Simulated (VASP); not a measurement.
## MoS2: single point with PBEsol

The system is MoS2, a slab with vacuum.

```
CELL_PARAMETERS angstrom
3.14156 0.00000 0.00000
-1.57078 2.72067 0.00000
0.00000 0.00000 37.98441
ATOMIC_POSITIONS crystal
Mo 0.66667 0.33333 0.25166
Mo 0.33333 0.66667 0.41718
Mo 0.66667 0.33333 0.58282
Mo 0.33333 0.66667 0.74834
S 0.33333 0.66667 0.21065
S 0.33333 0.66667 0.29270
S 0.33333 0.66667 0.54178
S 0.66667 0.33333 0.37613
S 0.33333 0.66667 0.62387
S 0.66667 0.33333 0.45822
S 0.66667 0.33333 0.70730
S 0.66667 0.33333 0.78935
```

- Program: VASP 6.6.1
- Task: single point
- Functional: PBEsol
- Potentials or basis: VASP PAW PBE potentials, release 64 (Mo_sv, S)
- Cutoff: 520 eV
- k mesh: 8 × 8 × 1
- Occupations: gaussian, width 0.05 eV
- Spin: collinear spin
- Starting moments: [2.0, 2.0, 2.0, 2.0, 0.0, 0.0, 0.0, 0.0, 0.0, 0.0, 0.0, 0.0] μB
- Dipole correction: yes
- Further INCAR settings: ALGO = Normal; EDIFF = 1e-06; NBANDS = 68

| Item | Value |
| --- | --- |
| Largest force | 0.008 eV/Å |
| Band gap on the k mesh | 1.22 eV (least direct gap 2.05 eV) |
| Net moment | 0.00 μB per cell |
| Valence electrons inside the program's atomic spheres | Mo 12.52; S 3.69, 3.68 (each value once) |

Forces on the atoms (eV/Å):
```
Mo   0.000  0.000  0.003
Mo   0.000  0.000  0.000
Mo   0.000  0.000  0.000
Mo   0.000  0.000 -0.003
S    0.000  0.000 -0.008
S    0.000  0.000  0.003
S    0.000  0.000 -0.002
S    0.000  0.000 -0.001
S    0.000  0.000  0.001
S    0.000  0.000  0.002
S    0.000  0.000 -0.003
S    0.000  0.000  0.008
```

Levels at points of the mesh, in eV from the valence-band top:
Spin up:
| k point | band 49 | band 50 | band 51 | band 52 | band 53 | band 54 | band 55 | band 56 |
| --- | --- | --- | --- | --- | --- | --- | --- | --- |
| (0.00, 0.00, 0.00) | -0.91 | -0.51 | -0.19 | 0.00 | 2.35 | 2.35 | 2.36 | 2.36 |
| (0.50, 0.00, 0.00) | -1.24 | -1.21 | -1.18 | -1.17 | 1.87 | 1.88 | 1.89 | 1.90 |
Spin down:
```csv
k point,band 49,band 50,band 51,band 52,band 53,band 54,band 55,band 56
"(0.00, 0.00, 0.00)",-0.91,-0.51,-0.19,0.00,2.35,2.35,2.36,2.36
"(0.50, 0.00, 0.00)",-1.24,-1.21,-1.18,-1.17,1.87,1.88,1.89,1.90
```

It took 24 min on 1 thread of Oxide Virtual Turin-like Processor (shared host), peak memory 0.67 GiB.

Caveat: the PAW data sets were made with another functional, which shifts forces and pressure a little.
